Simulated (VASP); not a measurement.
# Al (P6_3/mmc) in VASP: a series of runs, part 2 of 2

VASP 6.6.1. The steps go on from the part before.

## Step 4: Single point, PBEsol

This run uses another cell than the first one, of the same volume but with other edges.

The input, INCAR:

```
ALGO = Normal ; EDIFF = 1E-6
ENCUT = 520 ; GGA = PS
ISIF = 2 ; ISMEAR = 0
LASPH = T ; LCHARG = T
LELF = T ; LREAL = F
LVHAR = T ; LWAVE = F
NBANDS = 10 ; NELM = 80
PREC = Accurate ; SIGMA = 0.15
```

The input, KPOINTS:

```
k-points
0
Gamma
  24 24 12
```

The input, POSCAR:

```
Al
1.0
    3.0296256867      0.0000000000      0.0000000000
   -1.5148128433      2.6237328087      0.0000000000
    0.0000000000      0.0000000000      4.1941241885
Al
2
Direct
    0.6666666667      0.3333333333      0.7500000000
    0.3333333333      0.6666666667      0.2500000000
```

Potentials or basis: VASP PAW PBE potentials, release 64 (Al).

Run with:

```
cat potpaw_PBE.64/Al/POTCAR > POTCAR
mpirun -np 1 vasp_std > vasp.out
```

OUTCAR:

```text
EDIFF = 1E-6
   ENCUT = 520
   GGA = PS
   ISIF = 2
   ISMEAR = 0
   LASPH = T
   LREAL = F
   NELM = 80
   PREC = Accurate

 ion  position               nearest neighbor table
   1  0.667  0.333  0.750-   2 2.73   2 2.73   2 2.73   2 2.73   2 2.73   2 2.73
   2  0.333  0.667  0.250-   1 2.73   1 2.73   1 2.73   1 2.73   1 2.73   1 2.73

  LATTYP: Found a hexagonal cell.
 ALAT       =     3.0296256867
 C/A-ratio  =     1.3843704214

  Lattice vectors:

 A1 = (   3.0296256867,   0.0000000000,   0.0000000000)
 A2 = (  -1.5148128433,   2.6237328087,   0.0000000000)
 A3 = (   0.0000000000,   0.0000000000,   4.1941241885)

Analysis of symmetry for initial positions (statically):
=====================================================================
 Subroutine PRICEL returns:
 Original cell was already a primitive cell.

 Routine SETGRP: Setting up the symmetry group for a
 hexagonal supercell.

 Subroutine GETGRP returns: Found 24 space group operations
 (whereof 12 operations were pure point group operations)
 out of a pool of 24 trial point group operations.

The static configuration has the point symmetry D_3d.
 The point group associated with its full space group is D_6h.

Analysis of symmetry for dynamics (positions and initial velocities):
=====================================================================
 Subroutine PRICEL returns:
 Original cell was already a primitive cell.

 Routine SETGRP: Setting up the symmetry group for a
 hexagonal supercell.

 Subroutine GETGRP returns: Found 24 space group operations
 (whereof 12 operations were pure point group operations)
 out of a pool of 24 trial point group operations.

The dynamic configuration has the point symmetry D_3d.
 The point group associated with its full space group is D_6h.

 Subroutine INISYM returns: Found 24 space group operations
 (whereof 12 operations are pure point group operations),
 and found     1 'primitive' translations
[... 119 lines left out ...]
   LORBIT       =      0    0 simple, 1 ext, 2 COOP (PROOUT), +10 PAW based schemes
   GGA     = PS    functional components
   LHFCALC =     F    Hartree Fock is set to
   AEXX    =    0.0000 exact exchange contribution
   IVDW    =     0    specifies the selected vdW correction
   LEPSILON=     F    determine dielectric tensor
   LRPA    =     F    only Hartree local field effects (RPA)
 non-spin polarized calculation
 Gauss-broadening in eV      SIGMA  =   0.15
  energy-cutoff  :      520.00
  volume of cell :       33.34
 maximum number of plane-waves:       922
 NGX is ok and might be reduce to    24

 number of electron       6.0000000 magnetization

 Free energy of the ion-electron system (eV)
  ---------------------------------------------------
  ext. energy  EPLUGINS =         0.00000000
  ---------------------------------------------------
  free energy    TOTEN  =        -7.99137038 eV

  energy without entropy =       -7.98303198  energy(sigma->0) =       -7.98720118

 E-fermi :   7.7999     XC(G=0): -10.2095

 val. band max:        7.7899906374   @ k =   0.3333   0.1667   0.3333
 cond. band min:       7.8118842426   @ k =   0.4167   0.0833   0.0833
 fundamental gap:      0.0218936052
 Fermi energy:         7.7998633564

 k-point     1 :       0.0000    0.0000    0.0000
  band No.  band energies     occupation
      1      -3.2365      2.00000
      2       4.3785      2.00000
      3       5.5772      2.00000
      4      15.7116      0.00000
      5      15.7116      0.00000
      6      16.7161      0.00000
      7      16.7161      0.00000
      8      19.4731      0.00000
      9      19.7807      0.00000
     10      22.0270      0.00000
[... 287 lines left out ...]
 k-point    24 :       0.4583    0.0417    0.0000
  band No.  band energies     occupation
      1       1.5738      2.00000
      2       2.5669      2.00000
      3       8.6686      0.00000
      4      10.0182      0.00000
      5      10.1767      0.00000
      6      10.7394      0.00000
      7      11.5212      0.00000
      8      14.2397      0.00000
      9      17.8279      0.00000
     10      18.9673      0.00000

 [... further k-points ...]

------------------------ aborting loop because EDIFF is reached ----------------------------------------

  FORCE on cell =-STRESS in cart. coord.  units (eV):
  Direction    XX          YY          ZZ          XY          YZ          ZX
  --------------------------------------------------------------------------------------
  -------------------------------------------------------------------------------------
  Total       -0.5359959     -0.5359959      1.5917016     -0.0000000      0.0000000      0.0000000
  in kB      -25.7585954    -25.7585954     76.4931189     -0.0000000      0.0000000      0.0000000
  external PRESSURE =       8.3253094 kB  Pullay stress =       0.0000000 kB

 VOLUME and BASIS-vectors are now :
 -----------------------------------------------------------------------------
  energy-cutoff  :      520.00
  volume of cell :       33.34
      direct lattice vectors                 reciprocal lattice vectors
     3.029625687  0.000000000  0.000000000     0.330073779  0.190568185  0.000000000
    -1.514812843  2.623732809  0.000000000     0.000000000  0.381136371  0.000000000
     0.000000000  0.000000000  4.194124189     0.000000000  0.000000000  0.238428801

 POSITION                                       TOTAL-FORCE (eV/Angst)
 -----------------------------------------------------------------------------------
      1.51481      0.87458      3.14559         0.000000     -0.000000      0.000000
     -0.00000      1.74916      1.04853        -0.000000      0.000000      0.000000
 -----------------------------------------------------------------------------------
    total drift:                               -0.000000      0.000000     -0.000000

  FREE ENERGIE OF THE ION-ELECTRON SYSTEM (eV)
  ---------------------------------------------------
  free  energy   TOTEN  =        -7.9913703774 eV

  energy  without entropy=       -7.9830319792  energy(sigma->0) =       -7.98720118
```

OSZICAR:

```text
N       E                     dE             d eps       ncg     rms          rms(c)
DAV:   1    -0.679476187592E+00   -0.67948E+00   -0.23386E+03  8548   0.474E+02
DAV:   2    -0.788310060372E+01   -0.72036E+01   -0.69198E+01 11088   0.540E+01
DAV:   3    -0.805018115012E+01   -0.16708E+00   -0.16554E+00 11230   0.659E+00
DAV:   4    -0.805087696556E+01   -0.69582E-03   -0.69573E-03 10544   0.473E-01
DAV:   5    -0.805088248261E+01   -0.55171E-05   -0.55179E-05 10402   0.417E-02    0.199E+00
DAV:   6    -0.801503790055E+01    0.35845E-01   -0.43743E-03  9736   0.309E-01    0.113E+00
DAV:   7    -0.799148781762E+01    0.23550E-01   -0.11189E-02  9310   0.481E-01    0.201E-01
DAV:   8    -0.799137261224E+01    0.11521E-03   -0.16902E-04 11726   0.734E-02    0.201E-02
DAV:   9    -0.799137080963E+01    0.18026E-05   -0.19449E-06 10122   0.788E-03    0.307E-03
DAV:  10    -0.799137037739E+01    0.43224E-06   -0.14503E-07  5720   0.178E-03
   1 F= -.79913704E+01 E0= -.79872012E+01  d E =-.833840E-02
```

Wall time 58 s (1 thread of Intel Xeon Platinum 8259CL at 2.50GHz (Skylake/Cascade Lake), shared host); peak memory 0.23 GiB.

What came out:

```
Free energy            : -7.9914 eV
Pressure               : 0.8 GPa
Band gap on the k mesh : zero (band 3 reaches 14.63 eV, above the bottom of band 4 at 4.44 eV)
```

Stress tensor (GPa, compression positive):
```
-2.58  0.00  0.00
 0.00 -2.58  0.00
 0.00  0.00  7.65
```

Caveat: the PAW data sets were made with another functional, which shifts forces and pressure a little.

## Step 5: Single point, PBEsol

This run uses another cell than the first one, of the same volume but with other edges.

The input, INCAR:

```
SYSTEM = Al
PREC = Accurate
ENCUT = 520
EDIFF = 1E-7
ISMEAR = 0
SIGMA = 0.15
LREAL = .FALSE.
LASPH = .TRUE.
NELM = 100
ALGO = Normal
ISIF = 2
LWAVE = .FALSE.
LCHARG = .FALSE.
GGA = PS
NBANDS = 10
```

The input, KPOINTS:

```
Automatic mesh
0
G
  24 24 12
  0 0 0
```

The input, POSCAR:

```
Al
1.0
    2.5769412602      0.0000000000      0.0000000000
   -1.2884706301      2.2316965954      0.0000000000
    0.0000000000      0.0000000000      5.7970920447
Al
2
Direct
    0.6666666667      0.3333333333      0.7500000000
    0.3333333333      0.6666666667      0.2500000000
```

Run with:

```
cat potpaw_PBE.64/Al/POTCAR > POTCAR
mpirun -np 1 vasp_std > vasp.out
```

Run time: 86 s. Hardware: 1 thread of Intel Xeon Platinum 8259CL at 2.50GHz (Skylake/Cascade Lake), shared host; peak memory 0.23 GiB.

It converged, with:

```yaml
Free_energy: -7.5927 eV
Pressure: 9.0 GPa
Band_gap_on_the_k_mesh: zero (band 3 reaches 9.88 eV, above the bottom of band 4 at 5.51 eV)
```

Stress tensor (GPa, compression positive):
```
 18.63   0.00   0.00
  0.00  18.63   0.00
  0.00   0.00 -10.27
```

Levels at points of the mesh, in eV from the Fermi level:
```tsv
k point	band 1	band 2	band 3	band 4	band 5	band 6	band 7
(0.00, 0.00, 0.00)	-11.04	-7.76	-5.46	5.34	6.21	14.92	14.92
(0.50, 0.00, 0.00)	-4.13	-3.76	-1.01	0.01	1.40	1.84	9.76
(0.00, 0.00, 0.50)	-10.00	-10.00	-1.22	-1.22	13.90	13.90	15.30
(0.50, 0.00, 0.50)	-3.46	-3.46	-2.16	-2.16	5.47	5.47	5.83
```

Caveat: the PAW data sets were made with another functional, which shifts forces and pressure a little.

## Step 6: Summary

```csv
cell,gap on the mesh (eV),pressure (GPa)
"a = 2.892, b = 2.892, c = 4.604 Å, angles 90.0, 90.0, 120.0°, 2 atoms",none,-1.5
"a = 2.767, b = 2.767, c = 5.028 Å, angles 90.0, 90.0, 120.0°, 2 atoms",none,-0.5
"a = 3.030, b = 3.030, c = 4.194 Å, angles 90.0, 90.0, 120.0°, 2 atoms",none,0.8
"a = 2.577, b = 2.577, c = 5.797 Å, angles 90.0, 90.0, 120.0°, 2 atoms",none,9.0
```

Alike in all rows: task single point; level PBEsol; potentials or basis VASP PAW PBE potentials, release 64 (Al); no spin polarisation; k mesh 24 × 24 × 12; cutoff (eV) 520; smearing gaussian 0.15 eV.

Caveats: the PAW data sets were made with another functional, which shifts forces and pressure a little.

Total energies depend on the potentials used, so only differences within one code and one set of settings carry meaning.
